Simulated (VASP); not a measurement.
# SnTe (Fm-3m) in VASP: further runs, part 2 of 2

VASP 6.6.1. Earlier steps stand in the parts before.

## Step 4: Electric field gradients, PBEsol (30.82 Å³/atom)

This run uses another cell than the first one, of 30.82 Å³/atom.

Input file INCAR:

```
SYSTEM = SnTe
  PREC = Accurate
  ENCUT = 520
  EDIFF = 1E-8
  ISMEAR = -1
  SIGMA = 0.08
  LREAL = .False.
  LASPH = .True.
  NELM = 80
  ALGO = Normal
  ISIF = 2
  LWAVE = .False.
  LCHARG = .False.
  GGA = PS
  LEFG = .True.
  NBANDS = 17
```

Input file KPOINTS:

```
Automatic mesh
0
Gamma
  11 11 11
  0 0 0
```

Input file POSCAR:

```
SnTe
1.0
    0.0000000000      3.1353147979      3.1353147979
    3.1353147979      0.0000000000      3.1353147979
    3.1353147979      3.1353147979      0.0000000000
Sn Te
1 1
Direct
    0.0000000000      0.0000000000      0.0000000000
    0.5000000000      0.5000000000      0.5000000000
```

Potentials or basis: VASP PAW PBE potentials, release 64 (Sn_d, Te).

Command:

```console
cat potpaw_PBE.64/Sn_d/POTCAR potpaw_PBE.64/Te/POTCAR > POTCAR
mpirun -np 1 vasp_std > vasp.out
```

OUTCAR:

```text
SYSTEM = SnTe
   PREC = Accurate
   ENCUT = 520
   EDIFF = 1E-8
   ISMEAR = -1
   LREAL = .False.
   LASPH = .True.
   NELM = 80
   ISIF = 2
   GGA = PS

 ion  position               nearest neighbor table
   1  0.000  0.000  0.000-   2 3.14   2 3.14   2 3.14   2 3.14   2 3.14   2 3.14
   2  0.500  0.500  0.500-   1 3.14   1 3.14   1 3.14   1 3.14   1 3.14   1 3.14

  LATTYP: Found a face centered cubic cell.
 ALAT       =     6.2706295958

  Lattice vectors:

 A1 = (   0.0000000000,   3.1353147979,   3.1353147979)
 A2 = (   3.1353147979,   0.0000000000,   3.1353147979)
 A3 = (   3.1353147979,   3.1353147979,   0.0000000000)

Analysis of symmetry for initial positions (statically):
=====================================================================
 Subroutine PRICEL returns:
 Original cell was already a primitive cell.

 Routine SETGRP: Setting up the symmetry group for a
 face centered cubic supercell.

 Subroutine GETGRP returns: Found 48 space group operations
 (whereof 48 operations were pure point group operations)
 out of a pool of 48 trial point group operations.

The static configuration has the point symmetry O_h .

Analysis of symmetry for dynamics (positions and initial velocities):
=====================================================================
 Subroutine PRICEL returns:
 Original cell was already a primitive cell.

 Routine SETGRP: Setting up the symmetry group for a
 face centered cubic supercell.

 Subroutine GETGRP returns: Found 48 space group operations
 (whereof 48 operations were pure point group operations)
 out of a pool of 48 trial point group operations.

The dynamic configuration has the point symmetry O_h .

 Subroutine INISYM returns: Found 48 space group operations
 (whereof 48 operations are pure point group operations),
 and found     1 'primitive' translations

----------------------------------------------------------------------------------------

                                     Primitive cell

  volume of cell :      61.6415

  direct lattice vectors                    reciprocal lattice vectors
     0.000000000  3.135314798  3.135314798    -0.159473620  0.159473620  0.159473620
     3.135314798  0.000000000  3.135314798     0.159473620 -0.159473620  0.159473620
     3.135314798  3.135314798  0.000000000     0.159473620  0.159473620 -0.159473620

  length of vectors
     4.434004709  4.434004709  4.434004709     0.276216412  0.276216412  0.276216412

  position of ions in fractional coordinates (direct lattice)
     0.000000000  0.000000000  0.000000000
     0.500000000  0.500000000  0.500000000

  ion indices of the primitive-cell ions
   primitive index   ion index
                 1           1
                 2           2

----------------------------------------------------------------------------------------

 KPOINTS: Automatic mesh

Automatic generation of k-mesh.
[... 66 lines left out ...]
   EDIFF  = 0.1E-07   stopping-criterion for ELM
   LREAL  =      F    real-space projection
   EDIFFG = 0.1E-06   stopping-criterion for IOM
   NSW    =      0    number of steps for IOM
   IBRION =     -1    ionic relax: 0-MD 1-quasi-New 2-CG
   NFREE  =      0    steps in history (QN), initial steepest desc. (CG)
   ISIF   =      2    stress and relaxation
   ISYM   =      2    0-nonsym 1-usesym 2-fastsym
   POTIM  = 0.5000    time-step for ionic-motion
   TEBEG  =    0.0;   TEEND  =   0.0 temperature during run
   PSTRESS=    0.0 pullay stress
   NELECT =      20.0000    total number of electrons
   NUPDOWN=      -1.0000    fix difference up-down
   EMIN   =  10.00;   EMAX   =-10.00  energy-range for DOS
   EFERMI =   0.00;   METHOD = LEGACY
   ISMEAR =    -1;   SIGMA  =   0.08  broadening in eV -4-tet -1-fermi 0-gaus
   EFERMI_NEDOS =   21; number of points for ismear=-14 and -15
   IALGO  =     38    algorithm
   IMIX   =      4    mixing-type and parameters
     AMIX     =   0.40;   BMIX     =  1.00
     AMIX_MAG =   1.60;   BMIX_MAG =  1.00
  volume/ion in A,a.u.               =      30.82       207.99
  Fermi-wavevector in a.u.,A,eV,Ry     =   1.124934  2.125817 17.217851  1.265476
  Thomas-Fermi vector in A             =   2.261608
   LORBIT       =      0    0 simple, 1 ext, 2 COOP (PROOUT), +10 PAW based schemes
   GGA     = PS    functional components
   LHFCALC =     F    Hartree Fock is set to
   AEXX    =    0.0000 exact exchange contribution
   IVDW    =     0    specifies the selected vdW correction
   LEPSILON=     F    determine dielectric tensor
   LRPA    =     F    only Hartree local field effects (RPA)
 non-spin polarized calculation
  energy-cutoff  :      520.00
  volume of cell :       61.64
 maximum number of plane-waves:      1679
 NGX is ok and might be reduce to    36
   NGX = 17   NGY = 17   NGZ = 17

 number of electron      19.9999997 magnetization

 Free energy of the ion-electron system (eV)
  ---------------------------------------------------
  ext. energy  EPLUGINS =         0.00000000
  ---------------------------------------------------
  free energy    TOTEN  =        -8.33914040 eV

  energy without entropy =       -8.33717456  energy(sigma->0) =       -8.33815748

 E-fermi :   6.9887     XC(G=0):  -9.7186

 val. band max:        6.8133304027   @ k =   0.4545   0.0000   0.0000
 cond. band min:       7.2608344966   @ k =   0.4545   0.0000   0.0000
 fundamental gap:      0.4475040939
 Fermi energy:         6.9887184144

 k-point     1 :       0.0000    0.0000    0.0000
  band No.  band energies     occupation
      1     -14.7959      2.00000
      2     -14.7959      2.00000
      3     -14.7881      2.00000
      4     -14.7881      2.00000
      5     -14.7881      2.00000
      6      -5.9398      2.00000
[... 457 lines left out ...]
      4     -14.7845      2.00000
      5     -14.7829      2.00000
      6      -5.2293      2.00000
[... 9 lines left out ...]
     16      14.8431      0.00000
     17      15.0129      0.00000

 [... further k-points ...]
[... 5 lines left out ...]
  --------------------------------------------------------------------------------------
  -------------------------------------------------------------------------------------
  Total        0.1600004      0.1600004      0.1600004      0.0000000      0.0000000      0.0000000
  in kB        4.1587059      4.1587059      4.1587059      0.0000000      0.0000000      0.0000000
  external PRESSURE =       4.1587059 kB  Pullay stress =       0.0000000 kB

 VOLUME and BASIS-vectors are now :
 -----------------------------------------------------------------------------
  energy-cutoff  :      520.00
  volume of cell :       61.64
      direct lattice vectors                 reciprocal lattice vectors
     0.000000000  3.135314798  3.135314798    -0.159473620  0.159473620  0.159473620
     3.135314798  0.000000000  3.135314798     0.159473620 -0.159473620  0.159473620
     3.135314798  3.135314798  0.000000000     0.159473620  0.159473620 -0.159473620

 POSITION                                       TOTAL-FORCE (eV/Angst)
 -----------------------------------------------------------------------------------
      0.00000      0.00000      0.00000        -0.000000      0.000000     -0.000000
      3.13531      3.13531      3.13531         0.000000     -0.000000      0.000000
 -----------------------------------------------------------------------------------
    total drift:                               -0.000000      0.000000      0.000000

  FREE ENERGIE OF THE ION-ELECTRON SYSTEM (eV)
  ---------------------------------------------------
  free  energy   TOTEN  =        -8.3391404026 eV

  energy  without entropy=       -8.3371745603  energy(sigma->0) =       -8.33815748

 Electric field gradients (V/A^2)
---------------------------------------------------------------------
 ion       V_xx      V_yy      V_zz      V_xy      V_xz      V_yz
---------------------------------------------------------------------
   1      -0.000    -0.000     0.000    -0.002    -0.002    -0.002
   2      -0.000     0.000    -0.000     0.000     0.000     0.000
---------------------------------------------------------------------

 Electric field gradients after diagonalization (V/A^2)
 (convention: |V_zz| > |V_xx| > |V_yy|)
----------------------------------------------------------------------
 ion       V_xx      V_yy      V_zz     asymmetry (V_yy - V_xx)/ V_zz
----------------------------------------------------------------------
   1       0.002     0.002    -0.004       0.000
   2      -0.000    -0.000     0.000       0.000
----------------------------------------------------------------------

           NMR quadrupolar parameters

 Cq : quadrupolar parameter    Cq=e*Q*V_zz/h
 eta: asymmetry parameters     (V_yy - V_xx)/ V_zz
 Q  : nuclear electric quadrupole moment in mb (millibarn)
----------------------------------------------------------------------
 ion       Cq(MHz)       eta       Q (mb)
----------------------------------------------------------------------
   1      -0.000       0.000       1.000
   2       0.000       0.000       1.000
----------------------------------------------------------------------
```

OSZICAR:

```text
N       E                     dE             d eps       ncg     rms          rms(c)
DAV:   1     0.125005231944E+03    0.12501E+03   -0.94881E+03  1921   0.136E+03
DAV:   2     0.323676622430E+01   -0.12177E+03   -0.11850E+03  2012   0.334E+02
DAV:   3    -0.807117962010E+01   -0.11308E+02   -0.11210E+02  2491   0.895E+01
DAV:   4    -0.837973778399E+01   -0.30856E+00   -0.30835E+00  2211   0.153E+01
DAV:   5    -0.839200682451E+01   -0.12269E-01   -0.12268E-01  2751   0.298E+00    0.488E+00
DAV:   6    -0.834179707786E+01    0.50210E-01   -0.10613E-01  2686   0.259E+00    0.306E+00
DAV:   7    -0.833977205615E+01    0.20250E-02   -0.43719E-02  2449   0.126E+00    0.685E-01
DAV:   8    -0.833909271217E+01    0.67934E-03   -0.68521E-03  2446   0.705E-01    0.157E-01
DAV:   9    -0.833916033589E+01   -0.67624E-04   -0.55179E-04  2562   0.211E-01    0.365E-02
DAV:  10    -0.833914105358E+01    0.19282E-04   -0.69959E-05  2558   0.762E-02    0.200E-02
DAV:  11    -0.833914074565E+01    0.30793E-06   -0.28889E-05  2584   0.454E-02    0.249E-02
DAV:  12    -0.833914056717E+01    0.17847E-06   -0.24244E-06  2450   0.134E-02    0.128E-02
DAV:  13    -0.833914040281E+01    0.16436E-06   -0.17270E-07  2315   0.272E-03    0.635E-03
DAV:  14    -0.833914040264E+01    0.17053E-09   -0.95693E-08  2489   0.393E-03
   1 F= -.83391404E+01 E0= -.83381575E+01  d E =-.196584E-02
```

stdout:

```text
POSCAR found type information on POSCAR SnTe
 POSCAR found :  2 types and       2 ions
 scaLAPACK will be used
 -----------------------------------------------------------------------------
|                                                                             |
|                                                                             |
|     You enforced a specific xc type in the INCAR file but a different       |
|     I HOPE YOU KNOW WHAT YOU ARE DOING!                                     |
|                                                                             |
 -----------------------------------------------------------------------------

 LDA part: xc-table for (Slater+PW92), standard interpolation
 POSCAR, INCAR and KPOINTS ok, starting setup
 FFT: planning ... GRIDC
 FFT: planning ... GRID_SOFT
 FFT: planning ... GRID
 WAVECAR not read
 entering main loop
ion   1

ion   2
```

It took 83 s on 1 thread of Intel Xeon 8259CL, shared host; peak memory 0.24 GiB.

Results:

| Item | Value |
| --- | --- |
| Free energy | -8.3391 eV |
| Pressure | 0.4 GPa |
| Largest electric field gradient by atom | zero within the noise of the run |

Caveat: this odd mesh misses L, so gap, dielectric constants and Born charges aren't listed; the PAW data sets were made with another functional, which shifts forces and pressure a little; spin-orbit coupling is left out, which moves the levels of the heavy elements.
